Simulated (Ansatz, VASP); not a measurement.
**Cs3GaC: VASP beside Ansatz**

File INCAR:

```
SYSTEM = Cs3GaC
ALGO = Normal
EDIFF = 1E-6
ENCUT = 520
GGA = PE
ISIF = 2
ISMEAR = 0
LASPH = .TRUE.
LCHARG = .TRUE.
LELF = .TRUE.
LREAL = .FALSE.
LVHAR = .TRUE.
LWAVE = .FALSE.
NBANDS = 55
NELM = 80
PREC = Accurate
SIGMA = 0.1
```

The input KPOINTS:

```
k-points
0
G
  2 2 4
  0 0 0
```

Contents of POSCAR:

```
Cs3GaC
1.0
    9.1270863200      0.0000000000      0.0000000000
    0.0000000000      9.1270863200      0.0000000000
    0.0000000000      0.0000000000      6.4538246300
Cs Ga C
6 2 2
Direct
    0.7797748300      0.2797748300      0.0000000000
    0.7202251700      0.7797748300      0.0000000000
    0.5000000000      0.5000000000      0.5000000000
    0.2202251700      0.7202251700      0.0000000000
    0.2797748300      0.2202251700      0.0000000000
    0.0000000000      0.0000000000      0.5000000000
    0.0000000000      0.5000000000      0.5000000000
    0.5000000000      0.0000000000      0.5000000000
    0.5000000000      0.5000000000      0.0000000000
    0.0000000000      0.0000000000      0.0000000000
```

Input for Ansatz:

```yaml
crystal:
  lattice:
    - [9.12708632, 0.0, 0.0]
    - [0.0, 9.12708632, 0.0]
    - [0.0, 0.0, 6.45382463]
  atoms:
    - { symbol: Cs, position: [0.77977483, 0.27977483, 0.0] }
    - { symbol: Cs, position: [0.72022517, 0.77977483, 0.0] }
    - { symbol: Cs, position: [0.5, 0.5, 0.5] }
    - { symbol: Cs, position: [0.22022517, 0.72022517, 0.0] }
    - { symbol: Cs, position: [0.27977483, 0.22022517, 0.0] }
    - { symbol: Cs, position: [0.0, 0.0, 0.5] }
    - { symbol: Ga, position: [0.0, 0.5, 0.5] }
    - { symbol: Ga, position: [0.5, 0.0, 0.5] }
    - { symbol: C, position: [0.5, 0.5, 0.0] }
    - { symbol: C, position: [0.0, 0.0, 0.0] }
basis:
  ecutwfc: 420
kpoints:
  mp_grid: { grid: [2, 2, 4] }
hamiltonian:
  xc: pbe
scf:
  occupations: { method: gaussian, width: 0.1 }
  lower_state_search: "off"
output:
  forces: true
  stress: true
  eigenvalues: true
```

Alike in both runs: task single point; functional PBE; k mesh 2 × 2 × 4; occupations gaussian, width 0.1 eV; no spin polarisation.

```csv
,VASP,Ansatz
version,VASP 6.6.1,Ansatz 0.2.0
potentials or method,"VASP PAW PBE potentials, release 64 (Cs_sv, Ga_d, C), cutoff 520 eV","scalar-relativistic, plane waves, PAW"
valence electrons in the cell,88,88
```

VASP gave:

- gap on the k mesh at the Fermi level (eV): none
- pressure (GPa): -0.6
- traceless stress, the component that is largest in VASP (GPa): 0.07
- rms of the force components (eV/Å): 0.015

Problem. Estimate Ansatz's values.

Solution. gap on the k mesh at the Fermi level (eV): none; pressure (GPa): -0.6; traceless stress, the component that is largest in VASP (GPa): 0.07; rms of the force components (eV/Å): 0.016.

Atom by atom the forces differ by 0.001 eV/Å (rms over components). A gap of «none» marks a metal or a gap that the smearing closes.

Neither program's run includes spin-orbit coupling.
